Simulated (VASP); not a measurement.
# Ge2F3 (R-3m) in VASP: notebook

Ge2F3 is run at these levels: PBE; tasks: relaxation of cell and atoms, single point.

All numbers are computed with VASP 6.6.1; they aren't measurements. Logs are shortened: lines on timing, memory, paths and dates and some standing lists are left out, and cuts for length are marked.

**1. The cell of the first run**

The structure is trigonal, space group R-3m (No. 166). The conventional cell has a = 3.240 Å, b = 3.240 Å, c = 22.529 Å, α = 90.00°, β = 90.00°, γ = 120.00°. Within 3.0 Å of Ge (site symmetry 3m) lie 6 F at 2.27 to 2.40 Å. F (site symmetry -3m) has 6 Ge at 2.40 Å and 12 F at 3.24 to 3.36 Å within 3.4 Å. Within 3.0 Å of F (site symmetry 3m) lie 3 Ge at 2.27 Å and 3 F at 2.69 Å.

**2. Relaxation of cell and atoms, PBE**

The input, INCAR:

```
PREC = Accurate
ENCUT = 600
EDIFF = 1E-6
ISMEAR = 0
SIGMA = 0.1
LREAL = F
LASPH = T
NELM = 60
ALGO = Normal
ISIF = 3
LWAVE = F
LCHARG = F
GGA = PE
IBRION = 2
NSW = 90
EDIFFG = -0.04
```

The input, KPOINTS:

```
Automatic mesh
0
Gamma
  6 6 6
```

The input, POSCAR:

```
Ge2F3
1.0
    1.6200148505      0.9353160100      7.5095905936
   -1.6200148505      0.9353160100      7.5095905936
    0.0000000000     -1.8706320200      7.5095905936
Ge F
2 3
Direct
    0.4000000000      0.4000000000      0.4000000000
    0.6000000000      0.6000000000      0.6000000000
    0.0000000000      0.0000000000      0.0000000000
    0.2095000000      0.2095000000      0.2095000000
    0.7905000000      0.7905000000      0.7905000000
```

Potentials or basis: VASP PAW PBE potentials, release 64 (Ge_d, F).

Command:

```bash
$ cat potpaw_PBE.64/Ge_d/POTCAR potpaw_PBE.64/F/POTCAR > POTCAR
$ mpirun -np 1 vasp_std > vasp.out
```

OUTCAR:

```text
PREC = Accurate
   ENCUT = 600
   EDIFF = 1E-6
   ISMEAR = 0
   LREAL = F
   LASPH = T
   NELM = 60
   ISIF = 3
   GGA = PE
   IBRION = 2
   NSW = 90
   EDIFFG = -0.04

 ion  position               nearest neighbor table
   1  0.400  0.400  0.400-   5 2.27   5 2.27   5 2.27   3 2.40   3 2.40   3 2.40
   2  0.600  0.600  0.600-   4 2.27   4 2.27   4 2.27   3 2.40   3 2.40   3 2.40
   3  0.000  0.000  0.000-   2 2.40   1 2.40   2 2.40   2 2.40   1 2.40   1 2.40
   4  0.209  0.209  0.209-   2 2.27   2 2.27   2 2.27
   5  0.791  0.791  0.791-   1 2.27   1 2.27   1 2.27

  LATTYP: Found a trigonal (rhomboedric) cell.
 ALAT       =     7.7390706831
 COS(alpha) =     0.9123624232

  Lattice vectors:

 A1 = (   1.6200148505,   0.9353160100,   7.5095905936)
 A2 = (  -1.6200148505,   0.9353160100,   7.5095905936)
 A3 = (   0.0000000000,  -1.8706320200,   7.5095905936)

Analysis of symmetry for initial positions (statically):
=====================================================================
 Subroutine PRICEL returns:
 Original cell was already a primitive cell.

 Routine SETGRP: Setting up the symmetry group for a
 trigonal (rhombohedral) supercell.

 Subroutine GETGRP returns: Found 12 space group operations
 (whereof 12 operations were pure point group operations)
 out of a pool of 12 trial point group operations.

The static configuration has the point symmetry D_3d.

Analysis of symmetry for dynamics (positions and initial velocities):
=====================================================================
 Subroutine PRICEL returns:
 Original cell was already a primitive cell.

 Routine SETGRP: Setting up the symmetry group for a
 trigonal (rhombohedral) supercell.

 Subroutine GETGRP returns: Found 12 space group operations
 (whereof 12 operations were pure point group operations)
 out of a pool of 12 trial point group operations.

The dynamic configuration has the point symmetry D_3d.

 Subroutine INISYM returns: Found 12 space group operations
 (whereof 12 operations are pure point group operations),
 and found     1 'primitive' translations

----------------------------------------------------------------------------------------

                                     Primitive cell

  volume of cell :      68.2724

  direct lattice vectors                    reciprocal lattice vectors
     1.620014851  0.935316010  7.509590594     0.308639146  0.178192894  0.044387684
    -1.620014851  0.935316010  7.509590594    -0.308639146  0.178192894  0.044387684
     0.000000000 -1.870632020  7.509590594     0.000000000 -0.356385788  0.044387684

[... 87 lines left out ...]
   ENCUT  =  600.0 eV  44.10 Ry    6.64 a.u.  15.46 15.46 15.46*2*pi/ulx,y,z
   NELM   =     60;   NELMIN=  2; NELMDL= -5     # of ELM steps
   EDIFF  = 0.1E-05   stopping-criterion for ELM
   LREAL  =      F    real-space projection
   EDIFFG = -.4E-01   stopping-criterion for IOM
   NSW    =     90    number of steps for IOM
   IBRION =      2    ionic relax: 0-MD 1-quasi-New 2-CG
   NFREE  =      1    steps in history (QN), initial steepest desc. (CG)
   ISIF   =      3    stress and relaxation
   ISYM   =      2    0-nonsym 1-usesym 2-fastsym
   POTIM  = 0.5000    time-step for ionic-motion
   TEBEG  =    0.0;   TEEND  =   0.0 temperature during run
   PSTRESS=    0.0 pullay stress
   NELECT =      49.0000    total number of electrons
   NUPDOWN=      -1.0000    fix difference up-down
   EMIN   =  10.00;   EMAX   =-10.00  energy-range for DOS
   EFERMI =   0.00;   METHOD = LEGACY
   ISMEAR =     0;   SIGMA  =   0.10  broadening in eV -4-tet -1-fermi 0-gaus
   EFERMI_NEDOS =   21; number of points for ismear=-14 and -15
   IALGO  =     38    algorithm
   IMIX   =      4    mixing-type and parameters
     AMIX     =   0.40;   BMIX     =  1.00
     AMIX_MAG =   1.60;   BMIX_MAG =  1.00
  volume/ion in A,a.u.               =      13.65        92.14
  Fermi-wavevector in a.u.,A,eV,Ry     =   1.465745  2.769857 29.230890  2.148410
  Thomas-Fermi vector in A             =   2.581566
   LORBIT       =      0    0 simple, 1 ext, 2 COOP (PROOUT), +10 PAW based schemes
   GGA     = PE    functional components
   LHFCALC =     F    Hartree Fock is set to
   AEXX    =    0.0000 exact exchange contribution
   IVDW    =     0    specifies the selected vdW correction
   LEPSILON=     F    determine dielectric tensor
   LRPA    =     F    only Hartree local field effects (RPA)
 conjugate gradient relaxation of ions
 non-spin polarized calculation
 Gauss-broadening in eV      SIGMA  =   0.10
  energy-cutoff  :      600.00
  volume of cell :       68.27
 maximum number of plane-waves:      2316
 NGX is ok and might be reduce to    64
   NGX = 31   NGY = 31   NGZ = 31

--------------------------------------- Ionic step        1  -------------------------------------------

 number of electron      49.0000002 magnetization

 Free energy of the ion-electron system (eV)
  ---------------------------------------------------
  ext. energy  EPLUGINS =         0.00000000
  ---------------------------------------------------
  free energy    TOTEN  =       -20.54486208 eV

  energy without entropy =      -20.53665835  energy(sigma->0) =      -20.54076021

 E-fermi :   5.3175     XC(G=0): -10.4653

 val. band max:        5.3034148919   @ k =   0.1667   0.1667   0.0000
 cond. band min:       5.3208485549   @ k =   0.1667   0.0000   0.0000
 fundamental gap:      0.0174336631
 Fermi energy:         5.3174973430

 k-point     1 :       0.0000    0.0000    0.0000
  band No.  band energies     occupation
      1     -20.8844      2.00000
      2     -20.8484      2.00000
      3     -20.8144      2.00000
      4     -20.8144      2.00000
      5     -20.8138      2.00000
      6     -20.8138      2.00000
[... 869 lines left out ...]
  FREE ENERGIE OF THE ION-ELECTRON SYSTEM (eV)
  ---------------------------------------------------
  free  energy   TOTEN  =       -21.0346722192 eV

  energy  without entropy=      -21.0253854841  energy(sigma->0) =      -21.03002885

[... ionic steps 4 to 11 ...]

--------------------------------------- Ionic step       12  -------------------------------------------

 number of electron      48.9999999 magnetization

------------------------ aborting loop because EDIFF is reached ----------------------------------------
[... 73 lines left out ...]
--------------------------------------- Ionic step       14  -------------------------------------------

 number of electron      49.0000016 magnetization

 Free energy of the ion-electron system (eV)
  ---------------------------------------------------
  ext. energy  EPLUGINS =         0.00000000
  ---------------------------------------------------
  free energy    TOTEN  =       -21.14721724 eV

  energy without entropy =      -21.14538461  energy(sigma->0) =      -21.14630093

 E-fermi :   3.5358     XC(G=0):  -9.5196

 val. band max:        3.5253455629   @ k =   0.5000   0.5000   0.5000
 cond. band min:       3.6606861437   @ k =   0.5000  -0.0000   0.0000
 fundamental gap:      0.1353405807
 Fermi energy:         3.5358375386

 k-point     1 :       0.0000    0.0000    0.0000
  band No.  band energies     occupation
      1     -22.5615      2.00000
      2     -22.5587      2.00000
      3     -22.5168      2.00000
      4     -22.5168      2.00000
      5     -22.5163      2.00000
      6     -22.5163      2.00000
[... 791 lines left out ...]
  FREE ENERGIE OF THE ION-ELECTRON SYSTEM (eV)
  ---------------------------------------------------
  free  energy   TOTEN  =       -21.1472172411 eV

  energy  without entropy=      -21.1453846145  energy(sigma->0) =      -21.14630093

 reached required accuracy - stopping structural energy minimisation
```

OSZICAR:

```text
N       E                     dE             d eps       ncg     rms          rms(c)
DAV:   1     0.593413991108E+03    0.59341E+03   -0.26422E+04  2286   0.450E+03
DAV:   2     0.792518215447E+02   -0.51416E+03   -0.49411E+03  1972   0.983E+02
DAV:   3    -0.167190494265E+02   -0.95971E+02   -0.92594E+02  2146   0.237E+02
DAV:   4    -0.227183536835E+02   -0.59993E+01   -0.59256E+01  2054   0.670E+01
[... 140 lines left out ...]
DAV:   3    -0.211473039150E+02    0.17494E-03   -0.51913E-04  2463   0.321E-01    0.464E-02
DAV:   4    -0.211472219610E+02    0.81954E-04   -0.16574E-04  2378   0.192E-01    0.121E-02
DAV:   5    -0.211472188582E+02    0.31028E-05   -0.40844E-05  2136   0.578E-02    0.673E-03
DAV:   6    -0.211472175195E+02    0.13387E-05   -0.36208E-06  1675   0.260E-02    0.219E-03
DAV:   7    -0.211472172411E+02    0.27839E-06   -0.49825E-07  1033   0.910E-03
  14 F= -.21147217E+02 E0= -.21146301E+02  d E =-.248850E-02
```

CONTCAR:

```text
Ge2F3
   1.00000000000000
     1.6240772935212886    0.9376614625720505    8.8126224423963091
    -1.6240772935212886    0.9376614625720505    8.8126224423963091
     0.0000000000000000   -1.8753229251441015    8.8126224423963091
  Ge              F
     2     3
Direct
     0.4016087630683228    0.4016087630683228    0.4016087630683228
     0.5983912369316772    0.5983912369316772    0.5983912369316772
     0.0000000000000000    0.0000000000000000    0.0000000000000000
     0.2163635757485811    0.2163635757485811    0.2163635757485811
     0.7836364242514189    0.7836364242514189    0.7836364242514189

  0.00000000E+00  0.00000000E+00  0.00000000E+00
  0.00000000E+00  0.00000000E+00  0.00000000E+00
  0.00000000E+00  0.00000000E+00  0.00000000E+00
  0.00000000E+00  0.00000000E+00  0.00000000E+00
  0.00000000E+00  0.00000000E+00  0.00000000E+00
```

Wall time 35 min (1 thread of Intel Xeon 6975P-C (Granite Rapids), shared host); peak memory 0.63 GiB.

Results:

```
Free energy                           : -21.1472 eV
Relaxed volume                        : 16.10 Å³/atom
Relaxed cell                          : a = 9.010 Å, b = 9.010 Å, c = 9.010 Å, α = 20.77°, β = 20.77°, γ = 20.77°
Space group after relaxing (to 0.1 Å) : R-3m (No. 166)
Energy gained by relaxing             : 120.5 meV/atom
Ionic steps                           : 14
Pressure after relaxing               : -0.2 GPa
Largest force after relaxing          : 0.024 eV/Å
Band gap on the k mesh                : zero (an odd number of electrons rules out a gap without spin polarisation)
```

Forces in eV/Å, atoms in the order of the input:
```
Ge   0.000  0.000  0.024
Ge   0.000  0.000 -0.024
F    0.000  0.000  0.000
F    0.000  0.000  0.001
F    0.000  0.000 -0.001
```

The path:
```csv
step,energy change (eV),largest force (eV/Å),pressure (GPa),volume (Å³)
1,0.0000,1.5579,11.07,68.27
2,-0.4796,0.6280,-0.26,78.02
3,-0.4898,0.5843,-1.46,79.75
4,-0.5375,0.1433,0.20,78.91
5,-0.5384,0.0867,0.62,78.78
6,-0.5435,0.1203,0.19,79.42
7,-0.5488,0.1964,-0.65,80.91
8,-0.5536,0.2002,-0.59,80.92
9,-0.5682,0.2058,-0.53,80.94
10,-0.5912,0.1848,-0.35,80.92
11,-0.5923,0.1214,-0.10,80.62
12,-0.5999,0.1471,-0.17,80.81
13,-0.6020,0.0924,-0.41,80.41
14,-0.6024,0.0242,-0.24,80.52
```

Final structure:
```xyz
5
Lattice="1.6241 0.9377 8.8126 -1.6241 0.9377 8.8126 0.0000 -1.8753 8.8126" Properties=species:S:1:pos:R:3 pbc="T T T"
Ge    0.0000    0.0000   10.6177
Ge    0.0000    0.0000   15.8202
F     0.0000    0.0000    0.0000
F     0.0000    0.0000    5.7202
F     0.0000    0.0000   20.7177
```

Caveat: the k points lie up to 0.37 Å⁻¹ apart in the final cell, too coarse for converged energies and pressures of a metal; the volume moved by over 15 % at a fixed basis, so the end points are rough; an odd number of electrons without spin polarisation forces a metal; a magnetic or distorted state may lie lower.

**3. Single point, PBE**

This run uses another cell than the first one, of 16.74 Å³/atom.

The input, INCAR:

```
SYSTEM = Ge2F3
PREC = Accurate
ENCUT = 520
EDIFF = 1E-6
ISMEAR = 0
SIGMA = 0.1
LREAL = .FALSE.
LASPH = .TRUE.
NELM = 60
ALGO = Normal
ISIF = 2
LWAVE = .FALSE.
LCHARG = .FALSE.
GGA = PE
NBANDS = 32
```

The input, KPOINTS:

```
regular mesh
0
G
  12 12 12
  0 0 0
```

The input, POSCAR:

```
Ge2F3
1.0
    1.5981139239      0.9226715042      9.4585289404
   -1.5981139239      0.9226715042      9.4585289404
    0.0000000000     -1.8453430083      9.4585289404
Ge F
2 3
Direct
    0.3984332721      0.3984332721      0.3984332721
    0.6015667279      0.6015667279      0.6015667279
    0.0000000000      0.0000000000      0.0000000000
    0.2215649220      0.2215649220      0.2215649220
    0.7784350780      0.7784350780      0.7784350780
```

Potentials or basis: VASP PAW PBE potentials, release 64 (Ge_d, F).

Command:

```bash
$ cat potpaw_PBE.64/Ge_d/POTCAR potpaw_PBE.64/F/POTCAR > POTCAR
$ mpirun -np 1 vasp_std > vasp.out
```

Wall time 29 min (1 thread of Intel Xeon 6975P-C (Granite Rapids), shared host); peak memory 0.97 GiB.

The run converged. Its results:

```
Free energy            : -21.1933 eV
Pressure               : -0.1 GPa
Largest force          : 0.024 eV/Å
Band gap on the k mesh : zero (an odd number of electrons rules out a gap without spin polarisation)
```

Forces in eV/Å, atoms in the order of the input:
```
Ge   0.000  0.000 -0.020
Ge   0.000  0.000  0.020
F    0.000  0.000  0.000
F    0.000  0.000 -0.024
F    0.000  0.000  0.024
```

Levels at points of the mesh, in eV from the Fermi level:
| k point | band 21 | band 22 | band 23 | band 24 | band 25 | band 26 | band 27 | band 28 |
| --- | --- | --- | --- | --- | --- | --- | --- | --- |
| (0.00, 0.00, 0.00) | -4.78 | -4.78 | -4.75 | -3.36 | -0.06 | 1.96 | 5.51 | 5.51 |
| (0.50, 0.00, 0.00) | -5.53 | -5.05 | -4.21 | -2.99 | -1.11 | 0.03 | 3.23 | 3.60 |
| (0.50, 0.50, 0.00) | -5.52 | -5.05 | -4.14 | -3.05 | -1.11 | 0.03 | 3.23 | 3.62 |
| (0.50, 0.50, 0.50) | -4.78 | -4.78 | -4.43 | -3.63 | 0.16 | 1.70 | 5.52 | 5.52 |

Caveat: an odd number of electrons without spin polarisation forces a metal; a magnetic or distorted state may lie lower.

The gap in the log of VASP goes by the Fermi energy; the results here count the filled bands.